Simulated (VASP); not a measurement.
# Si (Fd-3m) in VASP: further runs

The runs below take Si through single point, with PBEsol.

All numbers are computed with VASP 6.6.1; they aren't measurements. Logs are shortened: lines on timing, memory, paths and dates and some standing lists are left out, and cuts for length are marked.

### 1 The cell of the first run

The structure is cubic, space group Fd-3m (No. 227). The conventional cell has a = 5.445 Å, b = 5.445 Å, c = 5.445 Å, α = 90.00°, β = 90.00°, γ = 90.00°. Within 3.1 Å of Si (site symmetry -43m) lie 4 Si at 2.36 Å.

### 2 Single point, PBEsol

INCAR

```
SYSTEM = Si
PREC = Accurate ; ENCUT = 520
EDIFF = 1E-6 ; ISMEAR = 0
SIGMA = 0.01 ; LREAL = .False.
LASPH = .True. ; NELM = 80
ALGO = Normal ; ISIF = 2
LWAVE = .False. ; LCHARG = .True.
GGA = PS ; LELF = .True.
LVHAR = .True. ; NBANDS = 11
```

KPOINTS

```
regular mesh
0
Gamma
  6 6 6
  0 0 0
```

POSCAR

```
Si
1.0
    0.0000000000      2.7225752157      2.7225752157
    2.7225752157      0.0000000000      2.7225752157
    2.7225752157      2.7225752157      0.0000000000
Si
2
Direct
    0.7500000000      0.7500000000      0.7500000000
    0.5000000000      0.5000000000      0.5000000000
```

Potentials or basis: VASP PAW PBE potentials, release 64 (Si).

Started as:

```
> cat potpaw_PBE.64/Si/POTCAR > POTCAR
> mpirun -np 1 vasp_std > vasp.out
```

OUTCAR:

```text
SYSTEM = Si
   PREC = Accurate
   ENCUT = 520
   EDIFF = 1E-6
   ISMEAR = 0
   LREAL = .False.
   LASPH = .True.
   NELM = 80
   ISIF = 2
   GGA = PS

 ion  position               nearest neighbor table
   1  0.750  0.750  0.750-   2 2.36   2 2.36   2 2.36   2 2.36
   2  0.500  0.500  0.500-   1 2.36   1 2.36   1 2.36   1 2.36

  LATTYP: Found a face centered cubic cell.
 ALAT       =     5.4451504314

  Lattice vectors:

 A1 = (   0.0000000000,   2.7225752157,   2.7225752157)
 A2 = (   2.7225752157,   0.0000000000,   2.7225752157)
 A3 = (   2.7225752157,   2.7225752157,   0.0000000000)

Analysis of symmetry for initial positions (statically):
=====================================================================
 Subroutine PRICEL returns:
 Original cell was already a primitive cell.

 Routine SETGRP: Setting up the symmetry group for a
 face centered cubic supercell.

 Subroutine GETGRP returns: Found 48 space group operations
 (whereof 24 operations were pure point group operations)
 out of a pool of 48 trial point group operations.

The static configuration has the point symmetry T_d .
 The point group associated with its full space group is O_h .

Analysis of symmetry for dynamics (positions and initial velocities):
=====================================================================
 Subroutine PRICEL returns:
 Original cell was already a primitive cell.

 Routine SETGRP: Setting up the symmetry group for a
 face centered cubic supercell.

 Subroutine GETGRP returns: Found 48 space group operations
 (whereof 24 operations were pure point group operations)
 out of a pool of 48 trial point group operations.

The dynamic configuration has the point symmetry T_d .
 The point group associated with its full space group is O_h .

 Subroutine INISYM returns: Found 48 space group operations
 (whereof 24 operations are pure point group operations),
 and found     1 'primitive' translations

----------------------------------------------------------------------------------------

                                     Primitive cell

  volume of cell :      40.3617

  direct lattice vectors                    reciprocal lattice vectors
     0.000000000  2.722575216  2.722575216    -0.183649655  0.183649655  0.183649655
     2.722575216  0.000000000  2.722575216     0.183649655 -0.183649655  0.183649655
     2.722575216  2.722575216  0.000000000     0.183649655  0.183649655 -0.183649655

  length of vectors
     3.850302795  3.850302795  3.850302795     0.318090534  0.318090534  0.318090534

  position of ions in fractional coordinates (direct lattice)
     0.750000000  0.750000000  0.750000000
     0.500000000  0.500000000  0.500000000

  ion indices of the primitive-cell ions
   primitive index   ion index
                 1           1
                 2           2

----------------------------------------------------------------------------------------

 KPOINTS: regular mesh

Automatic generation of k-mesh.
 Grid dimensions read from file:
 generate k-points for:    6    6    6

 Generating k-lattice:

  Cartesian coordinates                     Fractional coordinates (reciprocal lattice)
    -0.030608276  0.030608276  0.030608276     0.166666667  0.000000000  0.000000000
     0.030608276 -0.030608276  0.030608276     0.000000000  0.166666667  0.000000000
     0.030608276  0.030608276 -0.030608276     0.000000000  0.000000000  0.166666667

  Length of vectors
     0.053015089  0.053015089  0.053015089

  Shift w.r.t. Gamma in fractional coordinates (k-lattice)
     0.000000000  0.000000000  0.000000000

 Subroutine IBZKPT returns following result:
 ===========================================

 Found     16 irreducible k-points:

 Following reciprocal coordinates:
            Coordinates               Weight
  0.000000  0.000000  0.000000      1.000000
  0.166667  0.000000  0.000000      8.000000
  0.333333  0.000000  0.000000      8.000000
  0.500000  0.000000  0.000000      4.000000
  0.166667  0.166667  0.000000      6.000000
  0.333333  0.166667  0.000000     24.000000
[... 8 lines left out ...]
 -0.333333  0.333333  0.166667     24.000000
 -0.333333  0.500000  0.166667     12.000000
   k-points           NKPTS =     16   k-points in BZ     NKDIM =     16   number of bands    NBANDS=     11
   number of dos      NEDOS =    301   number of ions     NIONS =      2
   total plane-waves  NPLWV =  27000
   dimension x,y,z NGX =    30 NGY =   30 NGZ =   30
   dimension x,y,z NGXF=    60 NGYF=   60 NGZF=   60
   ions per type =               2
   NGX,Y,Z   is equivalent  to a cutoff of  12.95, 12.95, 12.95 a.u.
   NGXF,Y,Z  is equivalent  to a cutoff of  25.91, 25.91, 25.91 a.u.
 SYSTEM =  Si
   PREC   = accura    normal or accurate (medium, high low for compatibility)
   ISTART =      0    job   : 0-new  1-cont  2-samecut
   ICHARG =      2    charge: 1-file 2-atom 10-const
   ISPIN  =      1    spin polarized calculation?
   LNONCOLLINEAR =      F non collinear calculations
   LSORBIT =      F    spin-orbit coupling
   LASPH  =      T    aspherical Exc in radial PAW
   ENCUT  =  520.0 eV  38.22 Ry    6.18 a.u.   7.16  7.16  7.16*2*pi/ulx,y,z
   NELM   =     80;   NELMIN=  2; NELMDL= -5     # of ELM steps
   EDIFF  = 0.1E-05   stopping-criterion for ELM
   LREAL  =      F    real-space projection
   EDIFFG = 0.1E-04   stopping-criterion for IOM
   NSW    =      0    number of steps for IOM
   IBRION =     -1    ionic relax: 0-MD 1-quasi-New 2-CG
   NFREE  =      0    steps in history (QN), initial steepest desc. (CG)
   ISIF   =      2    stress and relaxation
   ISYM   =      2    0-nonsym 1-usesym 2-fastsym
   POTIM  = 0.5000    time-step for ionic-motion
   TEBEG  =    0.0;   TEEND  =   0.0 temperature during run
   PSTRESS=    0.0 pullay stress
   NELECT =       8.0000    total number of electrons
   NUPDOWN=      -1.0000    fix difference up-down
   EMIN   =  10.00;   EMAX   =-10.00  energy-range for DOS
   EFERMI =   0.00;   METHOD = LEGACY
   ISMEAR =     0;   SIGMA  =   0.01  broadening in eV -4-tet -1-fermi 0-gaus
   EFERMI_NEDOS =   21; number of points for ismear=-14 and -15
   IALGO  =     38    algorithm
   IMIX   =      4    mixing-type and parameters
     AMIX     =   0.40;   BMIX     =  1.00
     AMIX_MAG =   1.60;   BMIX_MAG =  1.00
  volume/ion in A,a.u.               =      20.18       136.19
  Fermi-wavevector in a.u.,A,eV,Ry     =   0.954512  1.803767 12.396187  0.911094
  Thomas-Fermi vector in A             =   2.083266
   LORBIT       =      0    0 simple, 1 ext, 2 COOP (PROOUT), +10 PAW based schemes
   GGA     = PS    functional components
   LHFCALC =     F    Hartree Fock is set to
   AEXX    =    0.0000 exact exchange contribution
   IVDW    =     0    specifies the selected vdW correction
   LEPSILON=     F    determine dielectric tensor
   LRPA    =     F    only Hartree local field effects (RPA)
 non-spin polarized calculation
 Gauss-broadening in eV      SIGMA  =   0.01
  energy-cutoff  :      520.00
  volume of cell :       40.36
 maximum number of plane-waves:      1106
 NGX is ok and might be reduce to    30
   NGX = 15   NGY = 15   NGZ = 15

 number of electron       8.0000001 magnetization

 Free energy of the ion-electron system (eV)
  ---------------------------------------------------
  ext. energy  EPLUGINS =         0.00000000
  ---------------------------------------------------
  free energy    TOTEN  =       -11.46738478 eV

  energy without entropy =      -11.46738478  energy(sigma->0) =      -11.46738478

 E-fermi :   5.8013     XC(G=0):  -9.5192

 val. band max:        5.7181404871   @ k =   0.0000   0.0000   0.0000
 cond. band min:       6.3181233890   @ k =   0.5000   0.5000   0.0000
 fundamental gap:      0.5999829019
 Fermi energy:         5.8013311446

 k-point     1 :       0.0000    0.0000    0.0000
  band No.  band energies     occupation
      1      -6.2195      2.00000
      2       5.7181      2.00000
      3       5.7181      2.00000
      4       5.7181      2.00000
      5       8.2283      0.00000
      6       8.2283      0.00000
      7       8.2283      0.00000
      8       8.9515      0.00000
      9      13.3926      0.00000
     10      13.3978      0.00000
     11      13.3978      0.00000

 k-point     2 :       0.1667    0.0000    0.0000
  band No.  band energies     occupation
      1      -5.8593      2.00000
      2       3.3241      2.00000
      3       5.2659      2.00000
      4       5.2659      2.00000
      5       7.9800      0.00000
      6       8.8756      0.00000
      7       8.8756      0.00000
      8      11.0541      0.00000
      9      12.7367      0.00000
     10      12.7367      0.00000
     11      14.5498      0.00000

 k-point     3 :       0.3333    0.0000    0.0000
  band No.  band energies     occupation
      1      -4.8455      2.00000
      2       0.3739      2.00000
      3       4.7176      2.00000
      4       4.7176      2.00000
      5       7.3804      0.00000
      6       9.1616      0.00000
      7       9.1616      0.00000
      8      13.3945      0.00000
      9      13.6281      0.00000
     10      13.6281      0.00000
     11      14.6321      0.00000
[... 155 lines left out ...]
 k-point    15 :      -0.3333    0.3333    0.1667
  band No.  band energies     occupation
      1      -2.9500      2.00000
      2      -1.1206      2.00000
      3       1.6848      2.00000
      4       2.9405      2.00000
      5       8.9770      0.00000
      6       9.1893      0.00000
      7      11.7177      0.00000
      8      12.1409      0.00000
      9      13.1904      0.00000
     10      16.7216      0.00000
     11      17.5507      0.00000

 k-point    16 :      -0.3333    0.5000    0.1667
  band No.  band energies     occupation
      1      -1.9650      2.00000
      2      -1.9650      2.00000
      3       2.0516      2.00000
      4       2.0516      2.00000
      5       8.3712      0.00000
      6       8.3712      0.00000
      7      12.3865      0.00000
      8      12.3865      0.00000
      9      16.1976      0.00000
     10      16.1976      0.00000
     11      18.5547      0.00000

------------------------ aborting loop because EDIFF is reached ----------------------------------------

  FORCE on cell =-STRESS in cart. coord.  units (eV):
  Direction    XX          YY          ZZ          XY          YZ          ZX
  --------------------------------------------------------------------------------------
  -------------------------------------------------------------------------------------
  Total       -0.1025835     -0.1025835     -0.1025835     -0.0000000     -0.0000000     -0.0000000
  in kB       -4.0721018     -4.0721018     -4.0721018     -0.0000000     -0.0000000     -0.0000000
  external PRESSURE =      -4.0721018 kB  Pullay stress =       0.0000000 kB

 VOLUME and BASIS-vectors are now :
 -----------------------------------------------------------------------------
  energy-cutoff  :      520.00
  volume of cell :       40.36
      direct lattice vectors                 reciprocal lattice vectors
     0.000000000  2.722575216  2.722575216    -0.183649655  0.183649655  0.183649655
     2.722575216  0.000000000  2.722575216     0.183649655 -0.183649655  0.183649655
     2.722575216  2.722575216  0.000000000     0.183649655  0.183649655 -0.183649655

 POSITION                                       TOTAL-FORCE (eV/Angst)
 -----------------------------------------------------------------------------------
      4.08386      4.08386      4.08386        -0.000000     -0.000000     -0.000000
      2.72258      2.72258      2.72258         0.000000      0.000000      0.000000
 -----------------------------------------------------------------------------------
    total drift:                                0.000000     -0.000000     -0.000000

  FREE ENERGIE OF THE ION-ELECTRON SYSTEM (eV)
  ---------------------------------------------------
  free  energy   TOTEN  =       -11.4673847757 eV

  energy  without entropy=      -11.4673847757  energy(sigma->0) =      -11.46738478
```

Wall time 26 s (1 thread of AMD EPYC 7R13, shared host); peak memory 0.13 GiB.

What came out:

- Free energy: -11.4674 eV
- Pressure: -0.4 GPa
- Band gap on the k mesh: 0.60 eV, indirect (least direct gap 2.51 eV)

Caveat: the PAW data sets were made with another functional, which shifts forces and pressure a little.

### 3 Single point, PBEsol

This run uses another cell than the first one, of 20.78 Å³/atom, 1.030 times its volume.

INCAR

```
SYSTEM = Si
PREC = Accurate ; ENCUT = 520
EDIFF = 1E-6 ; ISMEAR = 0
SIGMA = 0.01 ; LREAL = .False.
LASPH = .True. ; NELM = 100
ALGO = Normal ; ISIF = 2
LWAVE = .False. ; LCHARG = .False.
GGA = PS ; NBANDS = 11
```

KPOINTS is that of step 2.

POSCAR

```
Si
1.0
    0.0000000000      2.7492688318      2.7492688318
    2.7492688318      0.0000000000      2.7492688318
    2.7492688318      2.7492688318      0.0000000000
Si
2
Direct
    0.7500000000      0.7500000000      0.7500000000
    0.5000000000      0.5000000000      0.5000000000
```

Potentials or basis: VASP PAW PBE potentials, release 64 (Si).

Started as:

```
> cat potpaw_PBE.64/Si/POTCAR > POTCAR
> mpirun -np 1 vasp_std > vasp.out
```

It took 22 s on 1 thread of AMD EPYC 7R13, shared host; peak memory 0.12 GiB.

It converged, with:

* Free energy: -11.4546 eV
* Pressure: -2.9 GPa
* Band gap on the k mesh: 0.66 eV, indirect (least direct gap 2.50 eV)

Levels at points of the mesh, in eV from the valence-band top:
| k point | band 1 | band 2 | band 3 | band 4 | band 5 | band 6 | band 7 | band 8 |
| --- | --- | --- | --- | --- | --- | --- | --- | --- |
| (0.00, 0.00, 0.00) | -11.74 | 0.00 | 0.00 | 0.00 | 2.50 | 2.50 | 2.50 | 2.90 |
| (0.50, 0.00, 0.00) | -9.48 | -6.85 | -1.17 | -1.17 | 1.33 | 3.28 | 3.28 | 7.46 |
| (0.50, 0.50, 0.00) | -7.71 | -7.71 | -2.78 | -2.78 | 0.66 | 0.66 | 9.75 | 9.75 |

Caveat: the PAW data sets were made with another functional, which shifts forces and pressure a little. A k mesh can miss the band edges.

### 4 Single point, PBEsol

This run uses another cell than the first one, of 21.38 Å³/atom, 1.059 times its volume.

INCAR

```
SYSTEM = Si
PREC = Accurate
ENCUT = 520
EDIFF = 1E-7
ISMEAR = 0
SIGMA = 0.01
LREAL = .FALSE.
LASPH = .TRUE.
NELM = 60
ALGO = Normal
ISIF = 2
LWAVE = .FALSE.
LCHARG = .FALSE.
GGA = PS
NBANDS = 11
```

KPOINTS

```
Automatic mesh
0
G
  6 6 6
  0 0 0
```

POSCAR

```
Si
1.0
    0.0000000000      2.7754539205      2.7754539205
    2.7754539205      0.0000000000      2.7754539205
    2.7754539205      2.7754539205      0.0000000000
Si
2
Direct
    0.7500000000      0.7500000000      0.7500000000
    0.5000000000      0.5000000000      0.5000000000
```

Started as:

```
> cat potpaw_PBE.64/Si/POTCAR > POTCAR
> mpirun -np 1 vasp_std > vasp.out
```

Wall time 23 s (1 thread of AMD EPYC 7R13, shared host); peak memory 0.12 GiB.

It converged, with:

| Item | Value |
| --- | --- |
| Free energy | -11.4243 eV |
| Pressure | -5.1 GPa |
| Band gap on the k mesh | 0.70 eV, indirect (least direct gap 2.38 eV) |

Levels at points of the mesh, in eV from the valence-band top:
```
           k point  band 1  band 2  band 3  band 4  band 5  band 6  band 7  band 8  band 9
(0.00, 0.00, 0.00)  -11.55    0.00    0.00    0.00    2.48    2.48    2.48    2.59    7.45
(0.50, 0.00, 0.00)   -9.36   -6.72   -1.15   -1.15    1.23    3.29    3.29    7.42   10.34
(0.50, 0.50, 0.00)   -7.62   -7.62   -2.71   -2.71    0.71    0.71    9.51    9.51   10.72
```

Caveat: the PAW data sets were made with another functional, which shifts forces and pressure a little. A k mesh can miss the band edges.

### 5 Overview

```csv
cell,gap on the mesh (eV),pressure (GPa)
"a = 3.850 Å, angles 60.0°, 2 atoms",0.60,-0.4
"a = 3.888 Å, angles 60.0°, 2 atoms",0.66,-2.9
"a = 3.925 Å, angles 60.0°, 2 atoms",0.70,-5.1
```

Alike in all rows: task single point; level PBEsol; potentials or basis VASP PAW PBE potentials, release 64 (Si); no spin polarisation; k mesh 6 × 6 × 6; cutoff (eV) 520; smearing gaussian 0.01 eV.

Caveats: the PAW data sets were made with another functional, which shifts forces and pressure a little.

Total energies depend on the potentials used, so only differences within one code and one set of settings carry meaning.
